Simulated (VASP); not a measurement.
Input of a VASP 6.6.1 run:

File INCAR:

```
SYSTEM = Ca2SnN
PREC     = Accurate       ! precision mode
ENCUT    = 520            ! plane-wave cutoff, eV
EDIFF    = 1E-6           ! SCF threshold, eV
ISMEAR   = 0              ! smearing method
SIGMA    = 0.1            ! smearing width, eV
LREAL    = .FALSE.        ! projectors in reciprocal space
LASPH    = .TRUE.         ! aspherical terms in the spheres
NELM     = 80             ! most SCF steps
ALGO     = Fast           ! electronic algorithm
ISIF     = 2              ! what is computed and relaxed
LWAVE    = .FALSE.        ! write WAVECAR
LCHARG   = .TRUE.         ! write CHGCAR
GGA      = PE             ! functional
LELF     = .TRUE.         ! ELF
LVHAR    = .TRUE.       
NBANDS   = 28             ! bands
```

KPOINTS

```
Automatic mesh
0
G
  12 12 8
  0 0 0
```

POSCAR

```
Ca2SnN
1.0
    4.0272621581      0.0000000000      0.0000000000
    0.0000000000      4.0272621581      0.0000000000
    0.0000000000      0.0000000000      6.5900791627
Ca Sn N
2 1 1
Direct
    0.0000000000      0.0000000000      0.5000000000
    0.0000000000      0.0000000000      0.0000000000
    0.5000000000      0.5000000000      0.5000000000
    0.5000000000      0.5000000000      0.0000000000
```

Potentials or basis: VASP PAW PBE potentials, release 64 (Ca_sv, Sn_d, N).

Run with:

```bash
$ cat potpaw_PBE.64/Ca_sv/POTCAR potpaw_PBE.64/Sn_d/POTCAR potpaw_PBE.64/N/POTCAR > POTCAR
$ mpirun -np 1 vasp_std > vasp.out
```

(1) What does it give for the band gap on the k mesh?

(2) Estimate the pressure.

## Answers

(1) zero (an odd number of electrons rules out a gap without spin polarisation).

(2) 0.1 GPa.

Caveat: spin-orbit coupling is left out, which moves the levels of the heavy elements.
